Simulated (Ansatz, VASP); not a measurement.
**HPb8: VASP beside Ansatz**

```
Pb H
1.0
     7.14516    0.00000    0.00000
    -3.57258    6.18789    0.00000
     0.00000    0.00000    5.84652
Pb H
8 1
Direct
  0.16802 0.33604 0.25332
  0.16802 0.83198 0.25332
  0.66667 0.33333 0.24124
  0.66396 0.83198 0.25332
  0.33604 0.16802 0.74668
  0.33333 0.66667 0.75876
  0.83198 0.16802 0.74668
  0.83198 0.66396 0.74668
  0.00000 0.00000 0.00000
```

Alike in both runs: functional PBE; k mesh 6 × 6 × 6; occupations gaussian, width 0.1 eV; no spin polarisation.

Ansatz relaxed the structure, and its values are those at the end. VASP's run is a single point on that final structure, the one shown.

|  | VASP | Ansatz |
| --- | --- | --- |
| version | VASP 6.6.1 | Ansatz 0.2.0 |
| potentials or method | VASP PAW PBE potentials, release 64 (Pb_d, H), cutoff 520 eV | scalar-relativistic, plane waves, PAW |
| valence electrons in the cell | 113 | 113 |

Ansatz gave:

```
gap on the k mesh at the Fermi level (eV) : none
pressure (GPa)                            : 0.0
```

Task: Which values does VASP return?

Result: gap on the k mesh at the Fermi level (eV): none; pressure (GPa): -0.1.

A gap of «none» marks a metal or a gap that the smearing closes.

Spin-orbit coupling is off throughout.
